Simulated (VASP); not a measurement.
# KI (Fm-3m) in VASP: a series of runs

The runs below take KI through single point, with PBE.

Everything below comes from runs of VASP 6.6.1. Logs are shortened: lines on timing, memory, paths and dates and some standing lists are left out, and cuts for length are marked.

### 1 The cell of the first run

The structure is cubic, space group Fm-3m (No. 225). Conventional cell: a = 7.036 Å, b = 7.036 Å, c = 7.036 Å, α = 90.00°, β = 90.00°, γ = 90.00°. K (site symmetry m-3m) has 6 I at 3.52 Å within 4.6 Å. I (site symmetry m-3m) has 6 K at 3.52 Å within 4.6 Å.

### 2 Single point, PBE (volume changed by -6%)

INCAR reads:

```
ALGO = Normal ; EDIFF = 1E-7
ENCUT = 520 ; GGA = PE
ISIF = 2 ; ISMEAR = 0
LASPH = True ; LCHARG = False
LREAL = False ; LWAVE = False
NBANDS = 15 ; NELM = 60
PREC = Accurate ; SIGMA = 0.01
```

KPOINTS reads:

```
k-points
0
Gamma
  6 6 6
```

POSCAR reads:

```
KI
1.0
    0.0000000000      3.5178496478      3.5178496478
    3.5178496478      0.0000000000      3.5178496478
    3.5178496478      3.5178496478      0.0000000000
K I
1 1
Direct
    0.0000000000      0.0000000000      0.0000000000
    0.5000000000      0.5000000000      0.5000000000
```

Potentials or basis: VASP PAW PBE potentials, release 64 (K_sv, I).

Command:

```sh
> cat potpaw_PBE.64/K_sv/POTCAR potpaw_PBE.64/I/POTCAR > POTCAR
> mpirun -np 1 vasp_std > vasp.out
```

OUTCAR:

```text
EDIFF = 1E-7
   ENCUT = 520
   GGA = PE
   ISIF = 2
   ISMEAR = 0
   LASPH = True
   LREAL = False
   NELM = 60
   PREC = Accurate

 ion  position               nearest neighbor table
   1  0.000  0.000  0.000-   2 3.52   2 3.52   2 3.52   2 3.52   2 3.52   2 3.52
   2  0.500  0.500  0.500-   1 3.52   1 3.52   1 3.52   1 3.52   1 3.52   1 3.52

  LATTYP: Found a face centered cubic cell.
 ALAT       =     7.0356992956

  Lattice vectors:

 A1 = (   0.0000000000,   3.5178496478,   3.5178496478)
 A2 = (   3.5178496478,   0.0000000000,   3.5178496478)
 A3 = (   3.5178496478,   3.5178496478,   0.0000000000)

Analysis of symmetry for initial positions (statically):
=====================================================================
 Subroutine PRICEL returns:
 Original cell was already a primitive cell.

 Routine SETGRP: Setting up the symmetry group for a
 face centered cubic supercell.

 Subroutine GETGRP returns: Found 48 space group operations
 (whereof 48 operations were pure point group operations)
 out of a pool of 48 trial point group operations.

The static configuration has the point symmetry O_h .

Analysis of symmetry for dynamics (positions and initial velocities):
=====================================================================
 Subroutine PRICEL returns:
 Original cell was already a primitive cell.

 Routine SETGRP: Setting up the symmetry group for a
 face centered cubic supercell.

 Subroutine GETGRP returns: Found 48 space group operations
 (whereof 48 operations were pure point group operations)
 out of a pool of 48 trial point group operations.

The dynamic configuration has the point symmetry O_h .

 Subroutine INISYM returns: Found 48 space group operations
 (whereof 48 operations are pure point group operations),
 and found     1 'primitive' translations

----------------------------------------------------------------------------------------

                                     Primitive cell

  volume of cell :      87.0687

  direct lattice vectors                    reciprocal lattice vectors
     0.000000000  3.517849648  3.517849648    -0.142132283  0.142132283  0.142132283
     3.517849648  0.000000000  3.517849648     0.142132283 -0.142132283  0.142132283
     3.517849648  3.517849648  0.000000000     0.142132283  0.142132283 -0.142132283

  length of vectors
     4.974990682  4.974990682  4.974990682     0.246180335  0.246180335  0.246180335

  position of ions in fractional coordinates (direct lattice)
     0.000000000  0.000000000  0.000000000
     0.500000000  0.500000000  0.500000000

  ion indices of the primitive-cell ions
   primitive index   ion index
                 1           1
                 2           2

----------------------------------------------------------------------------------------

 KPOINTS: k-points

Automatic generation of k-mesh.
 Grid dimensions read from file:
 generate k-points for:    6    6    6

 Generating k-lattice:

  Cartesian coordinates                     Fractional coordinates (reciprocal lattice)
    -0.023688714  0.023688714  0.023688714     0.166666667  0.000000000  0.000000000
     0.023688714 -0.023688714  0.023688714     0.000000000  0.166666667  0.000000000
     0.023688714  0.023688714 -0.023688714     0.000000000  0.000000000  0.166666667

  Length of vectors
     0.041030056  0.041030056  0.041030056

  Shift w.r.t. Gamma in fractional coordinates (k-lattice)
     0.000000000  0.000000000  0.000000000

 Subroutine IBZKPT returns following result:
 ===========================================

 Found     16 irreducible k-points:

 Following reciprocal coordinates:
            Coordinates               Weight
  0.000000  0.000000  0.000000      1.000000
  0.166667  0.000000  0.000000      8.000000
  0.333333  0.000000  0.000000      8.000000
  0.500000  0.000000  0.000000      4.000000
  0.166667  0.166667  0.000000      6.000000
  0.333333  0.166667  0.000000     24.000000
[... 8 lines left out ...]
 -0.333333  0.333333  0.166667     24.000000
 -0.333333  0.500000  0.166667     12.000000
   k-points           NKPTS =     16   k-points in BZ     NKDIM =     16   number of bands    NBANDS=     15
   number of dos      NEDOS =    301   number of ions     NIONS =      2
   total plane-waves  NPLWV =  64000
   dimension x,y,z NGX =    40 NGY =   40 NGZ =   40
   dimension x,y,z NGXF=    80 NGYF=   80 NGZF=   80
   ions per type =               1   1
   NGX,Y,Z   is equivalent  to a cutoff of  13.37, 13.37, 13.37 a.u.
   NGXF,Y,Z  is equivalent  to a cutoff of  26.73, 26.73, 26.73 a.u.
 SYSTEM =  unknown system
   PREC   = accura    normal or accurate (medium, high low for compatibility)
   ISTART =      0    job   : 0-new  1-cont  2-samecut
   ICHARG =      2    charge: 1-file 2-atom 10-const
   ISPIN  =      1    spin polarized calculation?
   LNONCOLLINEAR =      F non collinear calculations
   LSORBIT =      F    spin-orbit coupling
   LASPH  =      T    aspherical Exc in radial PAW
   ENCUT  =  520.0 eV  38.22 Ry    6.18 a.u.   9.25  9.25  9.25*2*pi/ulx,y,z
   NELM   =     60;   NELMIN=  2; NELMDL= -5     # of ELM steps
   EDIFF  = 0.1E-06   stopping-criterion for ELM
   LREAL  =      F    real-space projection
   EDIFFG = 0.1E-05   stopping-criterion for IOM
   NSW    =      0    number of steps for IOM
   IBRION =     -1    ionic relax: 0-MD 1-quasi-New 2-CG
   NFREE  =      0    steps in history (QN), initial steepest desc. (CG)
   ISIF   =      2    stress and relaxation
   ISYM   =      2    0-nonsym 1-usesym 2-fastsym
   POTIM  = 0.5000    time-step for ionic-motion
   TEBEG  =    0.0;   TEEND  =   0.0 temperature during run
   PSTRESS=    0.0 pullay stress
   NELECT =      16.0000    total number of electrons
   NUPDOWN=      -1.0000    fix difference up-down
   EMIN   =  10.00;   EMAX   =-10.00  energy-range for DOS
   EFERMI =   0.00;   METHOD = LEGACY
   ISMEAR =     0;   SIGMA  =   0.01  broadening in eV -4-tet -1-fermi 0-gaus
   EFERMI_NEDOS =   21; number of points for ismear=-14 and -15
   IALGO  =     38    algorithm
   IMIX   =      4    mixing-type and parameters
     AMIX     =   0.40;   BMIX     =  1.00
     AMIX_MAG =   1.60;   BMIX_MAG =  1.00
  volume/ion in A,a.u.               =      43.53       293.78
  Fermi-wavevector in a.u.,A,eV,Ry     =   0.930738  1.758840 11.786369  0.866274
  Thomas-Fermi vector in A             =   2.057158
   LORBIT       =      0    0 simple, 1 ext, 2 COOP (PROOUT), +10 PAW based schemes
   GGA     = PE    functional components
   LHFCALC =     F    Hartree Fock is set to
   AEXX    =    0.0000 exact exchange contribution
   IVDW    =     0    specifies the selected vdW correction
   LEPSILON=     F    determine dielectric tensor
   LRPA    =     F    only Hartree local field effects (RPA)
 non-spin polarized calculation
 Gauss-broadening in eV      SIGMA  =   0.01
  energy-cutoff  :      520.00
  volume of cell :       87.07
 maximum number of plane-waves:      2397
 NGX is ok and might be reduce to    40
   NGX = 19   NGY = 19   NGZ = 19

 number of electron      15.9999999 magnetization

 Free energy of the ion-electron system (eV)
  ---------------------------------------------------
  ext. energy  EPLUGINS =         0.00000000
  ---------------------------------------------------
  free energy    TOTEN  =        -5.55144214 eV

  energy without entropy =       -5.55144214  energy(sigma->0) =       -5.55144214

 E-fermi :  -0.2860     XC(G=0):  -7.2274

 val. band max:       -0.3490107437   @ k =   0.0000   0.0000   0.0000
 cond. band min:       3.6437217162   @ k =   0.0000   0.0000   0.0000
 fundamental gap:      3.9927324599
 Fermi energy:        -0.2859855650

 k-point     1 :       0.0000    0.0000    0.0000
  band No.  band energies     occupation
      1     -28.8289      2.00000
      2     -12.3182      2.00000
      3     -12.3182      2.00000
      4     -12.3182      2.00000
      5     -10.8703      2.00000
      6      -0.3490      2.00000
      7      -0.3490      2.00000
      8      -0.3490      2.00000
      9       3.6437      0.00000
     10       6.1422      0.00000
     11       6.1422      0.00000
     12       6.1422      0.00000
     13       6.8680      0.00000
     14       6.8680      0.00000
     15       9.4544      0.00000

 k-point     2 :       0.1667    0.0000    0.0000
  band No.  band energies     occupation
      1     -28.8283      2.00000
      2     -12.3623      2.00000
      3     -12.3188      2.00000
      4     -12.3188      2.00000
      5     -10.7930      2.00000
      6      -0.7767      2.00000
      7      -0.4424      2.00000
      8      -0.4424      2.00000
      9       4.2735      0.00000
     10       6.0676      0.00000
     11       6.4368      0.00000
     12       6.4368      0.00000
     13       7.1925      0.00000
     14       7.1925      0.00000
     15      10.3351      0.00000

 k-point     3 :       0.3333    0.0000    0.0000
  band No.  band energies     occupation
      1     -28.8272      2.00000
      2     -12.4405      2.00000
      3     -12.3200      2.00000
      4     -12.3200      2.00000
      5     -10.6464      2.00000
      6      -1.4279      2.00000
      7      -0.6152      2.00000
      8      -0.6152      2.00000
      9       5.0211      0.00000
     10       6.7060      0.00000
     11       7.1528      0.00000
     12       7.1528      0.00000
     13       8.0459      0.00000
     14       8.0459      0.00000
     15       9.3866      0.00000
[... 199 lines left out ...]
 k-point    15 :      -0.3333    0.3333    0.1667
  band No.  band energies     occupation
      1     -28.8261      2.00000
      2     -12.4091      2.00000
      3     -12.3440      2.00000
      4     -12.3338      2.00000
      5     -10.6370      2.00000
      6      -1.3367      2.00000
      7      -1.0016      2.00000
      8      -0.8042      2.00000
      9       5.9270      0.00000
     10       6.2607      0.00000
     11       6.7177      0.00000
     12       7.9385      0.00000
     13       8.4598      0.00000
     14       8.8871      0.00000
     15       9.5902      0.00000

 k-point    16 :      -0.3333    0.5000    0.1667
  band No.  band energies     occupation
      1     -28.8259      2.00000
      2     -12.3640      2.00000
      3     -12.3589      2.00000
      4     -12.3446      2.00000
      5     -10.6738      2.00000
      6      -1.2374      2.00000
      7      -0.9229      2.00000
      8      -0.9057      2.00000
      9       5.3091      0.00000
     10       6.0752      0.00000
     11       7.0817      0.00000
     12       8.0163      0.00000
     13       8.2208      0.00000
     14       9.3215      0.00000
     15       9.7786      0.00000

------------------------ aborting loop because EDIFF is reached ----------------------------------------

  FORCE on cell =-STRESS in cart. coord.  units (eV):
  Direction    XX          YY          ZZ          XY          YZ          ZX
  --------------------------------------------------------------------------------------
  -------------------------------------------------------------------------------------
  Total        0.4282575      0.4282575      0.4282575     -0.0000000     -0.0000000      0.0000000
  in kB        7.8804994      7.8804994      7.8804994     -0.0000000     -0.0000000      0.0000000
  external PRESSURE =       7.8804994 kB  Pullay stress =       0.0000000 kB

 VOLUME and BASIS-vectors are now :
 -----------------------------------------------------------------------------
  energy-cutoff  :      520.00
  volume of cell :       87.07
      direct lattice vectors                 reciprocal lattice vectors
     0.000000000  3.517849648  3.517849648    -0.142132283  0.142132283  0.142132283
     3.517849648  0.000000000  3.517849648     0.142132283 -0.142132283  0.142132283
     3.517849648  3.517849648  0.000000000     0.142132283  0.142132283 -0.142132283

 POSITION                                       TOTAL-FORCE (eV/Angst)
 -----------------------------------------------------------------------------------
      0.00000      0.00000      0.00000         0.000000      0.000000      0.000000
      3.51785      3.51785      3.51785         0.000000      0.000000      0.000000
 -----------------------------------------------------------------------------------
    total drift:                                0.000000     -0.000000     -0.000000

  FREE ENERGIE OF THE ION-ELECTRON SYSTEM (eV)
  ---------------------------------------------------
  free  energy   TOTEN  =        -5.5514421354 eV

  energy  without entropy=       -5.5514421354  energy(sigma->0) =       -5.55144214
```

Wall time 35 s (1 thread of Intel Xeon Platinum 8259CL at 2.50GHz (Skylake/Cascade Lake), shared host); peak memory 0.24 GiB.

What came out:

```
Free energy            : -5.5514 eV
Pressure               : 0.8 GPa
Band gap on the k mesh : 3.99 eV, direct
```

Levels at points of the mesh, in eV from the valence-band top:
```csv
k point,band 5,band 6,band 7,band 8,band 9,band 10,band 11,band 12
"(0.00, 0.00, 0.00)",-10.52,0.00,0.00,0.00,3.99,6.49,6.49,6.49
"(0.50, 0.00, 0.00)",-10.23,-1.35,-0.35,-0.35,5.54,7.75,8.17,8.17
"(0.50, 0.50, 0.00)",-10.37,-1.02,-0.37,-0.37,4.91,5.80,8.11,8.76
```

Caveat: the cell differs from its parent crystal (volume changed by -6%); spin-orbit coupling is left out, which moves the levels of the heavy elements.

### 3 Single point, PBE

This run uses another cell than the first one, of 44.52 Å³/atom, 1.023 times its volume.

INCAR reads:

```
SYSTEM = KI
PREC     = Accurate       ! precision mode
ENCUT    = 520            ! plane-wave cutoff, eV
EDIFF    = 1E-7           ! SCF threshold, eV
ISMEAR   = 0              ! smearing method
SIGMA    = 0.01           ! smearing width, eV
LREAL    = .False.        ! projectors in reciprocal space
LASPH    = .True.         ! aspherical terms in the spheres
NELM     = 100            ! most SCF steps
ALGO     = Normal         ! electronic algorithm
ISIF     = 2              ! what is computed and relaxed
LWAVE    = .False.        ! write WAVECAR
LCHARG   = .False.        ! write CHGCAR
GGA      = PE             ! functional
NBANDS   = 15             ! bands
```

KPOINTS reads:

```
regular mesh
0
Gamma
  6 6 6
  0 0 0
```

POSCAR reads:

```
KI
1.0
    0.0000000000      3.5442847980      3.5442847980
    3.5442847980      0.0000000000      3.5442847980
    3.5442847980      3.5442847980      0.0000000000
K I
1 1
Direct
    0.0000000000      0.0000000000      0.0000000000
    0.5000000000      0.5000000000      0.5000000000
```

Potentials or basis: VASP PAW PBE potentials, release 64 (K_sv, I).

Command:

```sh
> cat potpaw_PBE.64/K_sv/POTCAR potpaw_PBE.64/I/POTCAR > POTCAR
> mpirun -np 1 vasp_std > vasp.out
```

Run time: 39 s. Hardware: 1 thread of Intel Xeon Platinum 8259CL at 2.50GHz (Skylake/Cascade Lake), shared host; peak memory 0.24 GiB.

The run converged. Its results:

| Item | Value |
| --- | --- |
| Free energy | -5.5594 eV |
| Pressure | 0.5 GPa |
| Band gap on the k mesh | 3.94 eV, direct |

Levels at points of the mesh, in eV from the valence-band top:
```tsv
k point	band 5	band 6	band 7	band 8	band 9	band 10	band 11	band 12
(0.00, 0.00, 0.00)	-10.49	0.00	0.00	0.00	3.94	6.50	6.50	6.50
(0.50, 0.00, 0.00)	-10.22	-1.30	-0.33	-0.33	5.51	7.68	8.12	8.12
(0.50, 0.50, 0.00)	-10.35	-0.98	-0.36	-0.36	4.95	5.74	8.09	8.68
```

Caveat: spin-orbit coupling is left out, which moves the levels of the heavy elements. As with any semilocal functional, this PBE gap is likely too small.

### 4 Single point, PBE (volume changed by -3%)

INCAR reads:

```
  PREC = Accurate
  ENCUT = 520
  EDIFF = 1E-6
  ISMEAR = 0
  SIGMA = 0.01
  LREAL = F
  LASPH = T
  NELM = 80
  ALGO = Normal
  ISIF = 2
  LWAVE = F
  LCHARG = F
  GGA = PE
  NBANDS = 15
```

KPOINTS reads:

```
regular mesh
0
Gamma
  6 6 6
```

POSCAR reads:

```
KI
1.0
    0.0000000000      3.5548823655      3.5548823655
    3.5548823655      0.0000000000      3.5548823655
    3.5548823655      3.5548823655      0.0000000000
K I
1 1
Direct
    0.0000000000      0.0000000000      0.0000000000
    0.5000000000      0.5000000000      0.5000000000
```

Command:

```sh
> cat potpaw_PBE.64/K_sv/POTCAR potpaw_PBE.64/I/POTCAR > POTCAR
> mpirun -np 1 vasp_std > vasp.out
```

It took 26 s on 1 thread of Intel Xeon Platinum 8259CL at 2.50GHz (Skylake/Cascade Lake), shared host; peak memory 0.24 GiB.

It converged, with:

```yaml
Free_energy: -5.5616 eV
Pressure: 0.4 GPa
Band_gap_on_the_k_mesh: 3.92 eV, direct
```

Levels at points of the mesh, in eV from the valence-band top:
```csv
k point,band 6,band 7,band 8,band 9,band 10,band 11
"(0.00, 0.00, 0.00)",0.00,0.00,0.00,3.92,6.50,6.50
"(0.50, 0.00, 0.00)",-1.28,-0.32,-0.32,5.50,7.65,8.11
"(0.50, 0.50, 0.00)",-0.97,-0.36,-0.36,4.96,5.72,8.08
```

Caveat: the cell differs from its parent crystal (volume changed by -3%); spin-orbit coupling is left out, which moves the levels of the heavy elements.

### 5 Summary

```csv
cell,gap on the mesh (eV),pressure (GPa)
"a = 4.975 Å, angles 60.0°, 2 atoms",3.99,0.8
"a = 5.012 Å, angles 60.0°, 2 atoms",3.94,0.5
"a = 5.027 Å, angles 60.0°, 2 atoms",3.92,0.4
```

Alike in all rows: task single point; level PBE; potentials or basis VASP PAW PBE potentials, release 64 (K_sv, I); no spin polarisation; k mesh 6 × 6 × 6; cutoff (eV) 520; smearing gaussian 0.01 eV.

Caveats: spin-orbit coupling is left out, which moves the levels of the heavy elements.

Absolute energies hang on the potentials; compare differences alone.
